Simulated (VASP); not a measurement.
# Ho4Ti (Pm-3m) in VASP: single point with PBE

Aim: the single point of Ho4Ti with PBE.

All numbers are computed with VASP 6.6.1; they aren't measurements. Logs are shortened: lines on timing, memory, paths and dates and some standing lists are left out, and cuts for length are marked.

### Step 1. The cell of the first run

It takes space group Pm-3m (No. 221, cubic). Conventional cell: a = 5.383 Å, b = 5.383 Å, c = 5.383 Å, α = 90.00°, β = 90.00°, γ = 90.00°. Ho (site symmetry 4/mmm) has 2 Ti at 2.69 Å within 3.5 Å. Ho (site symmetry m-3m) has 12 Ho at 3.81 Å and 8 Ti at 4.66 Å within 5.0 Å. Ti (site symmetry m-3m) has 6 Ho at 2.69 Å within 3.5 Å.

The cell was built from a structure type or drawn by symmetry, and may not be a known phase.

### Step 2. Single point, PBE

Input file INCAR:

```
PREC = Accurate
ENCUT = 500
EDIFF = 1E-6
ISMEAR = 0
SIGMA = 0.1
LREAL = False
LASPH = True
NELM = 200
ALGO = Normal
ISIF = 2
LWAVE = False
LCHARG = False
GGA = PE
NBANDS = 32
GGA_COMPAT = False
LMAXMIX = 6
```

Input file KPOINTS:

```
regular mesh
0
Gamma
  4 4 4
```

Input file POSCAR:

```
Ho4Ti
1.0
    5.3828047806      0.0000000000      0.0000000000
    0.0000000000      5.3828047806      0.0000000000
    0.0000000000      0.0000000000      5.3828047806
Ho Ti
4 1
Direct
    0.5000000000      0.0000000000      0.0000000000
    0.0000000000      0.5000000000      0.0000000000
    0.0000000000      0.0000000000      0.5000000000
    0.5000000000      0.5000000000      0.5000000000
    0.0000000000      0.0000000000      0.0000000000
```

Potentials or basis: VASP PAW PBE potentials, release 64 (Ho_3, Ti_sv), 4f in core.

Command:

```
> cat potpaw_PBE.64/Ho_3/POTCAR potpaw_PBE.64/Ti_sv/POTCAR > POTCAR
> mpirun -np 1 vasp_std > vasp.out
```

OUTCAR:

```text
PREC = Accurate
   ENCUT = 500
   EDIFF = 1E-6
   ISMEAR = 0
   LREAL = False
   LASPH = True
   NELM = 200
   ISIF = 2
   GGA = PE

 ion  position               nearest neighbor table
   1  0.500  0.000  0.000-   5 2.69   5 2.69   4 3.81   2 3.81   3 3.81   4 3.81   2 3.81   4 3.81
                             4 3.81   2 3.81   3 3.81   3 3.81   3 3.81   2 3.81
   2  0.000  0.500  0.000-   5 2.69   5 2.69   4 3.81   1 3.81   3 3.81   4 3.81   1 3.81   3 3.81
                             3 3.81   3 3.81   1 3.81   4 3.81   4 3.81   1 3.81
   3  0.000  0.000  0.500-   5 2.69   5 2.69   4 3.81   1 3.81   1 3.81   2 3.81   2 3.81   2 3.81
                             4 3.81   2 3.81   1 3.81   4 3.81   1 3.81   4 3.81
   4  0.500  0.500  0.500-   1 3.81   2 3.81   3 3.81   1 3.81   2 3.81   1 3.81   3 3.81   1 3.81
                             2 3.81   3 3.81   2 3.81   3 3.81
   5  0.000  0.000  0.000-   1 2.69   2 2.69   3 2.69   3 2.69   2 2.69   1 2.69

  LATTYP: Found a simple cubic cell.
 ALAT       =     5.3828047806

  Lattice vectors:

 A1 = (   5.3828047806,   0.0000000000,   0.0000000000)
 A2 = (   0.0000000000,   5.3828047806,   0.0000000000)
 A3 = (   0.0000000000,   0.0000000000,   5.3828047806)

Analysis of symmetry for initial positions (statically):
=====================================================================
 Subroutine PRICEL returns:
 Original cell was already a primitive cell.

 Routine SETGRP: Setting up the symmetry group for a
 simple cubic supercell.

 Subroutine GETGRP returns: Found 48 space group operations
 (whereof 48 operations were pure point group operations)
 out of a pool of 48 trial point group operations.

The static configuration has the point symmetry O_h .

Analysis of symmetry for dynamics (positions and initial velocities):
=====================================================================
 Subroutine PRICEL returns:
 Original cell was already a primitive cell.

 Routine SETGRP: Setting up the symmetry group for a
 simple cubic supercell.

 Subroutine GETGRP returns: Found 48 space group operations
 (whereof 48 operations were pure point group operations)
 out of a pool of 48 trial point group operations.

The dynamic configuration has the point symmetry O_h .

 Subroutine INISYM returns: Found 48 space group operations
 (whereof 48 operations are pure point group operations),
 and found     1 'primitive' translations

----------------------------------------------------------------------------------------

                                     Primitive cell

  volume of cell :     155.9645

  direct lattice vectors                    reciprocal lattice vectors
[... 83 lines left out ...]
   NFREE  =      0    steps in history (QN), initial steepest desc. (CG)
   ISIF   =      2    stress and relaxation
   ISYM   =      2    0-nonsym 1-usesym 2-fastsym
   POTIM  = 0.5000    time-step for ionic-motion
   TEBEG  =    0.0;   TEEND  =   0.0 temperature during run
   PSTRESS=    0.0 pullay stress
   NELECT =      48.0000    total number of electrons
   NUPDOWN=      -1.0000    fix difference up-down
   EMIN   =  10.00;   EMAX   =-10.00  energy-range for DOS
   EFERMI =   0.00;   METHOD = LEGACY
   ISMEAR =     0;   SIGMA  =   0.10  broadening in eV -4-tet -1-fermi 0-gaus
   EFERMI_NEDOS =   21; number of points for ismear=-14 and -15
   IALGO  =     38    algorithm
   IMIX   =      4    mixing-type and parameters
     AMIX     =   0.40;   BMIX     =  1.00
     AMIX_MAG =   1.60;   BMIX_MAG =  1.00
  volume/ion in A,a.u.               =      31.19       210.50
  Fermi-wavevector in a.u.,A,eV,Ry     =   1.105299  2.088713 16.622059  1.221687
  Thomas-Fermi vector in A             =   2.241785
   LORBIT       =      0    0 simple, 1 ext, 2 COOP (PROOUT), +10 PAW based schemes
   GGA     = PE    functional components
   LHFCALC =     F    Hartree Fock is set to
   AEXX    =    0.0000 exact exchange contribution
   IVDW    =     0    specifies the selected vdW correction
   LEPSILON=     F    determine dielectric tensor
   LRPA    =     F    only Hartree local field effects (RPA)
 non-spin polarized calculation
 Gauss-broadening in eV      SIGMA  =   0.10
  energy-cutoff  :      500.00
  volume of cell :      155.96
 maximum number of plane-waves:      3984
 NGX is ok and might be reduce to    40
   NGX = 19   NGY = 19   NGZ = 19

 number of electron      47.9999998 magnetization

 Free energy of the ion-electron system (eV)
  ---------------------------------------------------
  ext. energy  EPLUGINS =         0.00000000
  ---------------------------------------------------
  free energy    TOTEN  =       -23.42760525 eV

  energy without entropy =      -23.37349932  energy(sigma->0) =      -23.40055228

 E-fermi :   3.0735     XC(G=0):  -9.5748

 val. band max:        3.0672000452   @ k =   0.5000   0.2500   0.2500
 cond. band min:       3.1182275503   @ k =   0.5000   0.0000   0.0000
 fundamental gap:      0.0510275051
 Fermi energy:         3.0734634973

 k-point     1 :       0.0000    0.0000    0.0000
  band No.  band energies     occupation
      1     -52.9927      2.00000
      2     -29.4073      2.00000
      3     -29.4073      2.00000
      4     -29.4073      2.00000
      5     -21.9848      2.00000
      6     -21.9848      2.00000
[... 339 lines left out ...]
     31       4.7235      0.00000
     32       4.7999      0.00000

------------------------ aborting loop because EDIFF is reached ----------------------------------------

  FORCE on cell =-STRESS in cart. coord.  units (eV):
  Direction    XX          YY          ZZ          XY          YZ          ZX
  --------------------------------------------------------------------------------------
  -------------------------------------------------------------------------------------
  Total        0.3867625      0.3867625      0.3867625      0.0000000     -0.0000000      0.0000000
  in kB        3.9730960      3.9730960      3.9730960      0.0000000     -0.0000000      0.0000000
  external PRESSURE =       3.9730960 kB  Pullay stress =       0.0000000 kB

 VOLUME and BASIS-vectors are now :
 -----------------------------------------------------------------------------
  energy-cutoff  :      500.00
  volume of cell :      155.96
      direct lattice vectors                 reciprocal lattice vectors
     5.382804781  0.000000000  0.000000000     0.185776754  0.000000000  0.000000000
     0.000000000  5.382804781  0.000000000     0.000000000  0.185776754  0.000000000
     0.000000000  0.000000000  5.382804781     0.000000000  0.000000000  0.185776754

 POSITION                                       TOTAL-FORCE (eV/Angst)
 -----------------------------------------------------------------------------------
      2.69140      0.00000      0.00000         0.000000      0.000000      0.000000
      0.00000      2.69140      0.00000         0.000000      0.000000      0.000000
      0.00000      0.00000      2.69140         0.000000      0.000000      0.000000
      2.69140      2.69140      2.69140         0.000000      0.000000      0.000000
      0.00000      0.00000      0.00000         0.000000      0.000000      0.000000
 -----------------------------------------------------------------------------------
    total drift:                               -0.000000      0.000000     -0.000000

  FREE ENERGIE OF THE ION-ELECTRON SYSTEM (eV)
  ---------------------------------------------------
  free  energy   TOTEN  =       -23.4276052455 eV

  energy  without entropy=      -23.3734993201  energy(sigma->0) =      -23.40055228
```

OSZICAR:

```text
N       E                     dE             d eps       ncg     rms          rms(c)
DAV:   1     0.415582443237E+03    0.41558E+03   -0.19875E+04   776   0.140E+03
DAV:   2     0.205862855078E+02   -0.39500E+03   -0.38486E+03   960   0.685E+02
DAV:   3    -0.186075104397E+02   -0.39194E+02   -0.35211E+02  1152   0.170E+02
DAV:   4    -0.243961162451E+02   -0.57886E+01   -0.52153E+01  1256   0.421E+01
DAV:   5    -0.249382711990E+02   -0.54215E+00   -0.51886E+00  1200   0.137E+01    0.330E+01
DAV:   6    -0.239674552020E+02    0.97082E+00   -0.74726E+00  1120   0.102E+01    0.238E+01
DAV:   7    -0.256274542904E+02   -0.16600E+01   -0.20341E+01   960   0.182E+01    0.143E+01
DAV:   8    -0.237393980856E+02    0.18881E+01   -0.23966E+01   952   0.210E+01    0.811E+00
DAV:   9    -0.234399226615E+02    0.29948E+00   -0.15618E+00  1032   0.746E+00    0.261E+00
DAV:  10    -0.234329216920E+02    0.70010E-02   -0.16715E-01  1224   0.211E+00    0.157E+00
DAV:  11    -0.234285671210E+02    0.43546E-02   -0.28284E-02  1160   0.932E-01    0.827E-01
DAV:  12    -0.234274536192E+02    0.11135E-02   -0.14453E-02  1096   0.786E-01    0.170E-01
DAV:  13    -0.234276200523E+02   -0.16643E-03   -0.17669E-03  1120   0.310E-01    0.985E-02
DAV:  14    -0.234276203609E+02   -0.30862E-06   -0.12848E-04  1120   0.637E-02    0.606E-02
DAV:  15    -0.234276045632E+02    0.15798E-04   -0.88441E-05  1000   0.468E-02    0.210E-02
DAV:  16    -0.234276052455E+02   -0.68227E-06   -0.97530E-06   784   0.171E-02
   1 F= -.23427605E+02 E0= -.23400552E+02  d E =-.541059E-01
```

Wall time 27 s (1 thread of Intel Xeon 6975P-C (Granite Rapids), shared host); peak memory 0.25 GiB.

Results:

```
Free energy            : -23.4276 eV
Pressure               : 0.4 GPa
Band gap on the k mesh : zero (bands 24 and 25 overlap by 0.74 eV)
```

Caveat: spin-orbit coupling is left out, which moves the levels of the heavy elements; the 4f electrons are frozen in the core, so they carry no moment and show no levels.
